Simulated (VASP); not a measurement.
Input of a VASP 6.6.1 run:

File INCAR:

```
ALGO     = Normal         # electronic algorithm
EDIFF    = 1E-6           # SCF threshold, eV
ENCUT    = 520            # plane-wave cutoff, eV
GGA      = PE             # functional
ISIF     = 2              # what is computed and relaxed
ISMEAR   = 0              # smearing method
LASPH    = True           # aspherical terms in the spheres
LCHARG   = True           # write CHGCAR
LELF     = True           # ELF
LREAL    = False          # projectors in reciprocal space
LVHAR    = True         
LWAVE    = False          # write WAVECAR
NBANDS   = 15             # bands
NELM     = 80             # most SCF steps
PREC     = Accurate       # precision mode
SIGMA    = 0.05           # smearing width, eV
```

Contents of KPOINTS:

```
k-points
0
Gamma
  4 4 4
```

The input POSCAR:

```
BaS
1.0
    0.0000000000      3.1937508250      3.1937508250
    3.1937508250      0.0000000000      3.1937508250
    3.1937508250      3.1937508250      0.0000000000
Ba S
1 1
Direct
    0.5000000000      0.5000000000      0.5000000000
    0.0000000000      0.0000000000      0.0000000000
```

Potentials or basis: VASP PAW PBE potentials, release 64 (Ba_sv, S).

Command:

```sh
$ cat potpaw_PBE.64/Ba_sv/POTCAR potpaw_PBE.64/S/POTCAR > POTCAR
$ mpirun -np 1 vasp_std > vasp.out
```

(1) Predict the band gap on the k mesh.

(2) What does it give for the pressure?

Results:

(1) 2.10 eV (least direct gap 2.24 eV).

(2) 1.5 GPa.

Caveat: the k points lie up to 0.43 Å⁻¹ apart; spin-orbit coupling is left out, which moves the levels of the heavy elements.
